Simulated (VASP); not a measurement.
Input of a VASP 6.6.1 run:

File POSCAR:

```
ZnSb2C
1.0
    3.9632894214      0.0000000000      0.0000000000
    0.0000000000      3.9632894214      0.0000000000
    0.0000000000      0.0000000000     11.7948072351
Zn Sb C
2 4 2
Direct
    0.5000000000      0.0000000000      0.8557296162
    0.0000000000      0.5000000000      0.1442703838
    0.5000000000      0.5000000000      0.0000000000
    0.0000000000      0.0000000000      0.2952199251
    0.5000000000      0.5000000000      0.5000000000
    0.0000000000      0.0000000000      0.7047800749
    0.5000000000      0.0000000000      0.4011801944
    0.0000000000      0.5000000000      0.5988198056
```

Contents of INCAR.step1:

```
SYSTEM = ZnSb2C
PREC = Accurate ; ENCUT = 520
ISMEAR = -1 ; SIGMA = 0.02
LREAL = .False. ; LASPH = .True.
NELM = 80 ; NBANDS = 36
GGA = PE ; ALGO = Normal
EDIFF = 1E-4 ; LWAVE = .True.
LCHARG = .False.
```

Contents of INCAR.step2:

```
SYSTEM = ZnSb2C
PREC = Accurate ; ENCUT = 520
EDIFF = 1E-7 ; ISMEAR = -1
SIGMA = 0.02 ; LREAL = .False.
LASPH = .True. ; NELM = 80
ALGO = Normal ; ISIF = 2
LWAVE = .False. ; LCHARG = .False.
METAGGA = R2SCAN ; LMIXTAU = .True.
NBANDS = 36 ; ISTART = 1
```

The input KPOINTS:

```
Automatic mesh
0
Gamma
  6 6 2
  0 0 0
```

Potentials or basis: VASP PAW PBE potentials, release 64 (Zn, Sb, C).

Run with:

```sh
$ cat potpaw_PBE.64/Zn/POTCAR potpaw_PBE.64/Sb/POTCAR potpaw_PBE.64/C/POTCAR > POTCAR
$ cp INCAR.step1 INCAR
$ mpirun -np 1 vasp_std > vasp.out
$ cp INCAR.step2 INCAR
$ mpirun -np 1 vasp_std > vasp.out
```

**Question.** Predict the band gap on the k mesh.

**Answer.** Zero (bands 26 and 27 overlap by 0.20 eV).

**Question.** What does it give for the pressure?

**Answer.** -3.6 GPa.

**Question.** Predict the largest force.

**Answer.** 0.133 eV/Å.

Forces on the atoms (eV/Å):
```
Zn   0.000  0.000  0.047
Zn   0.000  0.000 -0.047
Sb   0.000  0.000  0.000
Sb   0.000  0.000  0.133
Sb   0.000  0.000  0.000
Sb   0.000  0.000 -0.133
C    0.000  0.000 -0.080
C    0.000  0.000  0.080
```

Caveat: the cell stands under tension; semilocal functionals underestimate gaps, and a narrow one can read as zero; the PAW data sets were made with another functional, which shifts forces and pressure a little; spin-orbit coupling is left out, which moves the levels of the heavy elements.
